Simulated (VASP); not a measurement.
# PtS2 (P-3m1) in VASP: a series of runs

The runs below take PtS2 through relaxation of shape and atoms at fixed volume, with PBE+D3(BJ).

All numbers are computed with VASP 6.6.1; they aren't measurements. Logs are shortened: lines on timing, memory, paths and dates and some standing lists are left out, and cuts for length are marked.

## Step 1: The cell of the first run

It takes space group P-3m1 (No. 164, trigonal). The conventional cell has a = 3.515 Å, b = 3.515 Å, c = 4.265 Å, α = 90.00°, β = 90.00°, γ = 120.00°. Within 3.1 Å of Pt (site symmetry -3m) lie 6 S at 2.35 Å. Within 3.2 Å of S (site symmetry 3m) lie 3 Pt at 2.35 Å and 6 S at 2.78 to 3.11 Å.

## Step 2: Relaxation of shape and atoms at fixed volume, PBE+D3(BJ) (15.21 Å³/atom)

INCAR reads:

```
SYSTEM = PtS2
  ALGO = Normal
  EDIFF = 1E-6
  EDIFFG = -0.01
  ENCUT = 600
  GGA = PE
  IBRION = 2
  ISIF = 4
  ISMEAR = 0
  IVDW = 12
  LASPH = .TRUE.
  LCHARG = .FALSE.
  LREAL = .FALSE.
  LWAVE = .FALSE.
  NELM = 100
  NSW = 50
  PREC = Accurate
  SIGMA = 0.01
```

KPOINTS reads:

```
k-points
0
G
  12 12 8
  0 0 0
```

POSCAR reads:

```
PtS2
1.0
    3.5150128027      0.0000000000      0.0000000000
   -1.7575064014      3.0440903818      0.0000000000
    0.0000000000      0.0000000000      4.2647755762
Pt S
1 2
Direct
    0.0000000000      0.0000000000      0.0000000000
    0.3333333333      0.6666666667      0.2769164231
    0.6666666667      0.3333333333      0.7230835769
```

Potentials or basis: VASP PAW PBE potentials, release 64 (Pt, S).

Run with:

```
$ cat potpaw_PBE.64/Pt/POTCAR potpaw_PBE.64/S/POTCAR > POTCAR
$ mpirun -np 1 vasp_std > vasp.out
```

OUTCAR:

```text
SYSTEM = PtS2
   EDIFF = 1E-6
   EDIFFG = -0.01
   ENCUT = 600
   GGA = PE
   IBRION = 2
   ISIF = 4
   ISMEAR = 0
   IVDW = 12
   LASPH = .TRUE.
   LREAL = .FALSE.
   NELM = 100
   NSW = 50
   PREC = Accurate
 IVDW          = 12

 ion  position               nearest neighbor table
   1  0.000  0.000  0.000-   2 2.35   3 2.35   3 2.35   2 2.35   3 2.35   2 2.35
   2  0.333  0.667  0.277-   1 2.35   1 2.35   1 2.35   3 2.78   3 2.78   3 2.78
   3  0.667  0.333  0.723-   1 2.35   1 2.35   1 2.35   2 2.78   2 2.78   2 2.78

  LATTYP: Found a hexagonal cell.
 ALAT       =     3.5150128027
 C/A-ratio  =     1.2133029993

  Lattice vectors:

 A1 = (   3.5150128027,   0.0000000000,   0.0000000000)
 A2 = (  -1.7575064014,   3.0440903818,   0.0000000000)
 A3 = (   0.0000000000,   0.0000000000,   4.2647755762)

Analysis of symmetry for initial positions (statically):
=====================================================================
 Subroutine PRICEL returns:
 Original cell was already a primitive cell.

 Routine SETGRP: Setting up the symmetry group for a
 hexagonal supercell.

 Subroutine GETGRP returns: Found 12 space group operations
 (whereof 12 operations were pure point group operations)
 out of a pool of 24 trial point group operations.

The static configuration has the point symmetry D_3d.

Analysis of symmetry for dynamics (positions and initial velocities):
=====================================================================
 Subroutine PRICEL returns:
 Original cell was already a primitive cell.

 Routine SETGRP: Setting up the symmetry group for a
 hexagonal supercell.

 Subroutine GETGRP returns: Found 12 space group operations
 (whereof 12 operations were pure point group operations)
 out of a pool of 24 trial point group operations.

The dynamic configuration has the point symmetry D_3d.

 Subroutine INISYM returns: Found 12 space group operations
 (whereof 12 operations are pure point group operations),
 and found     1 'primitive' translations

----------------------------------------------------------------------------------------

                                     Primitive cell

  volume of cell :      45.6332

  direct lattice vectors                    reciprocal lattice vectors
     3.515012803  0.000000000  0.000000000     0.284493985  0.164252679  0.000000000
    -1.757506401  3.044090382  0.000000000     0.000000000  0.328505358  0.000000000
     0.000000000  0.000000000  4.264775576     0.000000000  0.000000000  0.234478927

  length of vectors
     3.515012803  3.515012803  4.264775576     0.328505358  0.328505358  0.234478927

  position of ions in fractional coordinates (direct lattice)
     0.000000000  0.000000000  0.000000000
     0.333333333  0.666666667  0.276916423
     0.666666667  0.333333333  0.723083577

  ion indices of the primitive-cell ions
   primitive index   ion index
                 1           1
                 2           2
                 3           3

----------------------------------------------------------------------------------------

 KPOINTS: k-points

Automatic generation of k-mesh.
 Grid dimensions read from file:
 generate k-points for:   12   12    8

 Generating k-lattice:

  Cartesian coordinates                     Fractional coordinates (reciprocal lattice)
     0.023707832  0.013687723  0.000000000     0.083333333  0.000000000  0.000000000
     0.000000000  0.027375446  0.000000000     0.000000000  0.083333333  0.000000000
     0.000000000  0.000000000  0.029309866     0.000000000  0.000000000  0.125000000

  Length of vectors
     0.027375446  0.027375446  0.029309866

  Shift w.r.t. Gamma in fractional coordinates (k-lattice)
     0.000000000  0.000000000  0.000000000

 Subroutine IBZKPT returns following result:
 ===========================================

 Found    131 irreducible k-points:

 Following reciprocal coordinates:
            Coordinates               Weight
  0.000000  0.000000  0.000000      1.000000
  0.083333 -0.000000  0.000000      6.000000
  0.166667  0.000000  0.000000      6.000000
  0.250000  0.000000  0.000000      6.000000
  0.333333  0.000000  0.000000      6.000000
  0.416667 -0.000000  0.000000      6.000000
[... 16 lines left out ...]
  0.166667  0.000000  0.125000      6.000000
  0.000000  0.166667  0.125000      6.000000
 [... further k-points ...]
   k-points           NKPTS =    131   k-points in BZ     NKDIM =    131   number of bands    NBANDS=     15
   number of dos      NEDOS =    301   number of ions     NIONS =      3
   total plane-waves  NPLWV =  28224
   dimension x,y,z NGX =    28 NGY =   28 NGZ =   36
   dimension x,y,z NGXF=    56 NGYF=   56 NGZF=   72
   ions per type =               1   2
   NGX,Y,Z   is equivalent  to a cutoff of  13.24, 13.24, 14.03 a.u.
   NGXF,Y,Z  is equivalent  to a cutoff of  26.49, 26.49, 28.07 a.u.
 SYSTEM =  PtS2
   PREC   = accura    normal or accurate (medium, high low for compatibility)
   ISTART =      0    job   : 0-new  1-cont  2-samecut
   ICHARG =      2    charge: 1-file 2-atom 10-const
   ISPIN  =      1    spin polarized calculation?
   LNONCOLLINEAR =      F non collinear calculations
   LSORBIT =      F    spin-orbit coupling
   LASPH  =      T    aspherical Exc in radial PAW
   ENCUT  =  600.0 eV  44.10 Ry    6.64 a.u.   7.02  7.02  8.52*2*pi/ulx,y,z
   NELM   =    100;   NELMIN=  2; NELMDL= -5     # of ELM steps
   EDIFF  = 0.1E-05   stopping-criterion for ELM
   LREAL  =      F    real-space projection
   EDIFFG = -.1E-01   stopping-criterion for IOM
   NSW    =     50    number of steps for IOM
   IBRION =      2    ionic relax: 0-MD 1-quasi-New 2-CG
   NFREE  =      1    steps in history (QN), initial steepest desc. (CG)
   ISIF   =      4    stress and relaxation
   ISYM   =      2    0-nonsym 1-usesym 2-fastsym
   POTIM  = 0.5000    time-step for ionic-motion
   TEBEG  =    0.0;   TEEND  =   0.0 temperature during run
   PSTRESS=    0.0 pullay stress
   NELECT =      22.0000    total number of electrons
   NUPDOWN=      -1.0000    fix difference up-down
   EMIN   =  10.00;   EMAX   =-10.00  energy-range for DOS
   EFERMI =   0.00;   METHOD = LEGACY
   ISMEAR =     0;   SIGMA  =   0.01  broadening in eV -4-tet -1-fermi 0-gaus
   EFERMI_NEDOS =   21; number of points for ismear=-14 and -15
   IALGO  =     38    algorithm
   IMIX   =      4    mixing-type and parameters
     AMIX     =   0.40;   BMIX     =  1.00
     AMIX_MAG =   1.60;   BMIX_MAG =  1.00
  volume/ion in A,a.u.               =      15.21       102.65
  Fermi-wavevector in a.u.,A,eV,Ry     =   1.283676  2.425796 22.420017  1.647825
  Thomas-Fermi vector in A             =   2.415915
   LORBIT       =      0    0 simple, 1 ext, 2 COOP (PROOUT), +10 PAW based schemes
   GGA     = PE    functional components
   LHFCALC =     F    Hartree Fock is set to
   AEXX    =    0.0000 exact exchange contribution
   IVDW    =    12    specifies the selected vdW correction
   LEPSILON=     F    determine dielectric tensor
   LRPA    =     F    only Hartree local field effects (RPA)
 conjugate gradient relaxation of ions
 non-spin polarized calculation
 Gauss-broadening in eV      SIGMA  =   0.01
  energy-cutoff  :      600.00
  volume of cell :       45.63
 maximum number of plane-waves:      1537
   NGX = 13   NGY = 13   NGZ = 17

--------------------------------------- Ionic step        1  -------------------------------------------

 number of electron      22.0000001 magnetization

 Free energy of the ion-electron system (eV)
  ---------------------------------------------------
  ext. energy  EPLUGINS =         0.00000000
  ---------------------------------------------------
  free energy    TOTEN  =       -14.95377015 eV

  energy without entropy =      -14.95374076  energy(sigma->0) =      -14.95375545

------------------------ aborting loop because EDIFF is reached ----------------------------------------

 Edisp (eV)   -1.54739

 E8    (eV) :    -0.6216

  FORCE on cell =-STRESS in cart. coord.  units (eV):
  Direction    XX          YY          ZZ          XY          YZ          ZX
  --------------------------------------------------------------------------------------
  -------------------------------------------------------------------------------------
  Total       3.85553     3.85553     3.26581    -0.00000    -0.00000     0.00000
  in kB     135.36739   135.36739   114.66245    -0.00000    -0.00000     0.00000
  external pressure =      128.47 kB  Pullay stress =        0.00 kB
[... 186 lines left out ...]
  energy  without entropy=      -16.5112649522  energy(sigma->0) =      -16.51128560

--------------------------------------- Ionic step        6  -------------------------------------------

 number of electron      22.0000000 magnetization

 Free energy of the ion-electron system (eV)
  ---------------------------------------------------
  ext. energy  EPLUGINS =         0.00000000
  ---------------------------------------------------
  free energy    TOTEN  =       -14.96330332 eV

  energy without entropy =      -14.96326733  energy(sigma->0) =      -14.96328533

 E-fermi :   9.8440     XC(G=0): -11.8050

 val. band max:        9.8432172356   @ k =   0.0000   0.0833   0.1250
 cond. band min:       9.8827411882   @ k =   0.0000   0.3333   0.3750
 fundamental gap:      0.0395239526
 Fermi energy:         9.8439884086

 k-point     1 :       0.0000    0.0000    0.0000
  band No.  band energies     occupation
      1      -7.1050      2.00000
      2      -2.3759      2.00000
      3       1.4829      2.00000
      4       2.2841      2.00000
      5       2.2841      2.00000
      6       5.4052      2.00000
      7       5.4052      2.00000
      8       7.2740      2.00000
      9       8.1873      2.00000
     10       8.1873      2.00000
     11      10.3392      0.00000
     12      10.3785      0.00000
     13      10.3785      0.00000
     14      12.7361      0.00000
     15      15.4401      0.00000
[... 397 lines left out ...]
 k-point    24 :       0.0000    0.1667    0.1250
  band No.  band energies     occupation
      1      -6.6382      2.00000
      2      -3.0070      2.00000
      3       1.7810      2.00000
      4       2.4614      2.00000
      5       3.2710      2.00000
      6       4.4285      2.00000
      7       5.2395      2.00000
      8       6.3057      2.00000
      9       7.6044      2.00000
     10       8.1133      2.00000
     11       9.5540      2.00000
     12      10.1938      0.00000
     13      11.4104      0.00000
     14      14.3352      0.00000
     15      15.4760      0.00000

 [... further k-points ...]

------------------------ aborting loop because EDIFF is reached ----------------------------------------

 Edisp (eV)   -1.54803

 E8    (eV) :    -0.6220

  FORCE on cell =-STRESS in cart. coord.  units (eV):
  Direction    XX          YY          ZZ          XY          YZ          ZX
  --------------------------------------------------------------------------------------
  -------------------------------------------------------------------------------------
  Total       2.99151     2.99151     2.98965    -0.00000    -0.00000    -0.00000
  in kB     105.03183   105.03183   104.96628    -0.00000    -0.00000    -0.00000
  external pressure =      105.01 kB  Pullay stress =        0.00 kB
[... 18 lines left out ...]
  FREE ENERGIE OF THE ION-ELECTRON SYSTEM (eV)
  ---------------------------------------------------
  free  energy   TOTEN  =       -16.5113382093 eV

  energy  without entropy=      -16.5113022149  energy(sigma->0) =      -16.51132021

 reached required accuracy - stopping structural energy minimisation
```

Wall time 6.9 min (1 thread of Intel Xeon 8259CL, shared host); peak memory 0.27 GiB.

What came out:

| Property | Result |
| --- | --- |
| Free energy | -16.5113 eV |
| Energy gained by relaxing | 3.4 meV/atom |
| Ionic steps | 6 |
| Pressure after relaxing | 10.5 GPa |
| Largest force after relaxing | 0.006 eV/Å |
| Band gap on the k mesh | zero (bands 11 and 12 overlap by 0.54 eV) |
| Dispersion energy per atom | -0.516 eV |

Forces on the atoms (eV/Å):
```
Pt   0.000  0.000  0.000
S    0.000  0.000  0.006
S    0.000  0.000 -0.006
```

Step by step:
```
step  energy change (eV)  largest force (eV/Å)  pressure (GPa)  volume (Å³)
   1              0.0000                0.3581           12.85        45.63
   2             -0.0096                0.0565           10.96        45.63
   3             -0.0100                0.0224           10.50        45.63
   4             -0.0100                0.0148           10.53        45.63
   5             -0.0101                0.0041           10.52        45.63
   6             -0.0102                0.0059           10.50        45.63
```

Final structure:
```
Pt S
1.0
     3.53301    0.00000    0.00000
    -1.76650    3.05967    0.00000
     0.00000    0.00000    4.22145
Pt S
1 2
Direct
  0.00000 0.00000 0.00000
  0.33333 0.66667 0.28158
  0.66667 0.33333 0.71842
```

Levels at points of the mesh, in eV from the Fermi level:
| k point | band 7 | band 8 | band 9 | band 10 | band 11 | band 12 | band 13 | band 14 | band 15 |
| --- | --- | --- | --- | --- | --- | --- | --- | --- | --- |
| (0.00, 0.00, 0.00) | -4.44 | -2.57 | -1.66 | -1.66 | 0.50 | 0.53 | 0.53 | 2.89 | 5.60 |
| (0.50, 0.00, 0.00) | -4.81 | -3.81 | -3.75 | -3.66 | -3.21 | 0.69 | 2.93 | 5.93 | 6.79 |
| (0.00, 0.00, 0.50) | -4.60 | -3.48 | -2.78 | -2.78 | -1.59 | 2.71 | 2.71 | 5.72 | 6.47 |
| (0.50, 0.00, 0.50) | -3.81 | -3.78 | -3.35 | -3.09 | -1.38 | 0.19 | 1.93 | 4.83 | 6.08 |

Caveat: spin-orbit coupling is left out, which moves the levels of the heavy elements.

## Step 3: Relaxation of shape and atoms at fixed volume, PBE+D3(BJ) (15.73 Å³/atom)

This run uses another cell than the first one, of 15.73 Å³/atom.

INCAR reads:

```
PREC = Accurate ; ENCUT = 600
EDIFF = 1E-6 ; ISMEAR = 0
SIGMA = 0.01 ; LREAL = F
LASPH = T ; NELM = 80
ALGO = Normal ; ISIF = 4
LWAVE = F ; LCHARG = F
GGA = PE ; IVDW = 12
IBRION = 2 ; NSW = 50
EDIFFG = -0.01
```

KPOINTS reads:

```
regular mesh
0
Gamma
  12 12 8
```

POSCAR reads:

```
PtS2
1.0
    3.5301564099      0.0000000000      0.0000000000
   -1.7650782050      3.0572051303      0.0000000000
    0.0000000000      0.0000000000      4.3724094966
Pt S
1 2
Direct
    0.0000000000      0.0000000000      0.0000000000
    0.3333333333      0.6666666667      0.2711639419
    0.6666666667      0.3333333333      0.7288360581
```

Potentials or basis: VASP PAW PBE potentials, release 64 (Pt, S).

Run with:

```
$ cat potpaw_PBE.64/Pt/POTCAR potpaw_PBE.64/S/POTCAR > POTCAR
$ mpirun -np 1 vasp_std > vasp.out
```

Run time: 6.5 min. Hardware: 1 thread of Intel Xeon 8259CL, shared host; peak memory 0.27 GiB.

Results (log left out):

```
Free energy                : -16.5929 eV
Energy gained by relaxing  : 3.8 meV/atom
Ionic steps                : 5
Pressure after relaxing    : 6.5 GPa
Band gap on the k mesh     : zero (bands 11 and 12 overlap by 0.46 eV)
Dispersion energy per atom : -0.499 eV
```

The path:
```tsv
step	energy change (eV)	largest force (eV/Å)	pressure (GPa)	volume (Å³)
1	0.0000	0.3505	9.11	47.19
2	-0.0100	0.0881	7.31	47.19
3	-0.0110	0.0292	6.54	47.19
4	-0.0113	0.0118	6.50	47.19
5	-0.0113	0.0014	6.46	47.19
```

Final structure:
```xyz
3
Lattice="3.5516 0.0000 0.0000 -1.7758 3.0758 0.0000 0.0000 0.0000 4.3198" Properties=species:S:1:pos:R:3 pbc="T T T"
Pt   -1.7758    3.0758    0.0000
S     0.0000    2.0505    1.1937
S     1.7758    1.0253    3.1261
```

Levels at points of the mesh, in eV from the Fermi level:
```tsv
k point	band 8	band 9	band 10	band 11	band 12	band 13	band 14	band 15
(0.00, 0.00, 0.00)	-2.54	-1.63	-1.63	0.44	0.70	0.70	3.04	5.41
(0.50, 0.00, 0.00)	-3.90	-3.69	-3.60	-3.12	0.68	2.75	5.75	6.68
(0.00, 0.00, 0.50)	-3.43	-2.59	-2.59	-1.56	2.57	2.57	5.61	6.55
(0.50, 0.00, 0.50)	-3.73	-3.31	-3.10	-1.38	0.33	1.83	4.83	5.80
```

Caveat: spin-orbit coupling is left out, which moves the levels of the heavy elements.

## Step 4: Relaxation of shape and atoms at fixed volume, PBE+D3(BJ) (16.25 Å³/atom)

This run uses another cell than the first one, of 16.25 Å³/atom.

INCAR reads:

```
  ALGO = Normal
  EDIFF = 1E-7
  EDIFFG = -0.01
  ENCUT = 600
  GGA = PE
  IBRION = 2
  ISIF = 4
  ISMEAR = 0
  IVDW = 12
  LASPH = T
  LCHARG = F
  LREAL = F
  LWAVE = F
  NELM = 100
  NSW = 50
  PREC = Accurate
  SIGMA = 0.01
```

KPOINTS reads:

```
k-points
0
Gamma
  12 12 8
```

POSCAR reads:

```
PtS2
1.0
    3.5419762514      0.0000000000      0.0000000000
   -1.7709881257      3.0674414133      0.0000000000
    0.0000000000      0.0000000000      4.4864609940
Pt S
1 2
Direct
    0.0000000000      0.0000000000      0.0000000000
    0.3333333333      0.6666666667      0.2650336697
    0.6666666667      0.3333333333      0.7349663303
```

Run with:

```
$ cat potpaw_PBE.64/Pt/POTCAR potpaw_PBE.64/S/POTCAR > POTCAR
$ mpirun -np 1 vasp_std > vasp.out
```

Run time: 7.1 min. Hardware: 1 thread of Intel Xeon 8259CL, shared host; peak memory 0.28 GiB.

Results (log left out):

- Free energy: -16.6409 eV
- Energy gained by relaxing: 3.9 meV/atom
- Ionic steps: 6
- Pressure after relaxing: 3.5 GPa
- Band gap on the k mesh: zero (bands 11 and 12 overlap by 0.31 eV)
- Dispersion energy per atom: -0.482 eV

The path:
```
step  energy change (eV)  largest force (eV/Å)  pressure (GPa)  volume (Å³)
   1              0.0000                0.3415            6.32        48.74
   2             -0.0097                0.1084            4.62        48.74
   3             -0.0113                0.0350            3.60        48.74
   4             -0.0113                0.0276            3.65        48.74
   5             -0.0116                0.0099            3.59        48.74
   6             -0.0116                0.0011            3.55        48.74
```

Final structure:
```xyz
3
Lattice="3.5644 0.0000 0.0000 -1.7822 3.0869 0.0000 0.0000 0.0000 4.4301" Properties=species:S:1:pos:R:3 pbc="T T T"
Pt    0.0000    0.0000    0.0000
S     0.0000    2.0579    1.1983
S     1.7822    1.0290    3.2318
```

Levels at points of the mesh, in eV from the Fermi level:
```csv
k point,band 8,band 9,band 10,band 11,band 12,band 13,band 14,band 15
"(0.00, 0.00, 0.00)",-2.53,-1.63,-1.63,0.32,0.85,0.85,3.21,5.24
"(0.50, 0.00, 0.00)",-4.04,-3.67,-3.58,-3.07,0.68,2.56,5.56,6.53
"(0.00, 0.00, 0.50)",-3.40,-2.43,-2.43,-1.55,2.43,2.43,5.48,6.63
"(0.50, 0.00, 0.50)",-3.71,-3.31,-3.14,-1.43,0.47,1.73,4.81,5.52
```

Caveat: spin-orbit coupling is left out, which moves the levels of the heavy elements.

## Step 5: Summary

```csv
cell,gap on the mesh (eV),pressure (GPa)
"relaxed from a = 3.515, b = 3.515, c = 4.265 Å, angles 90.0, 90.0, 120.0°, 3 atoms, atomic positions A",none,10.5
"relaxed from a = 3.530, b = 3.530, c = 4.372 Å, angles 90.0, 90.0, 120.0°, 3 atoms, atomic positions B",none,6.5
"relaxed from a = 3.542, b = 3.542, c = 4.486 Å, angles 90.0, 90.0, 120.0°, 3 atoms, atomic positions C",none,3.5
```

Alike in all rows: task relaxation of shape and atoms at fixed volume; level PBE+D3(BJ); potentials or basis VASP PAW PBE potentials, release 64 (Pt, S); no spin polarisation; k mesh 12 × 12 × 8; cutoff (eV) 600; smearing gaussian 0.01 eV.

Caveats: spin-orbit coupling is left out, which moves the levels of the heavy elements.

Absolute energies hang on the potentials; compare differences alone.
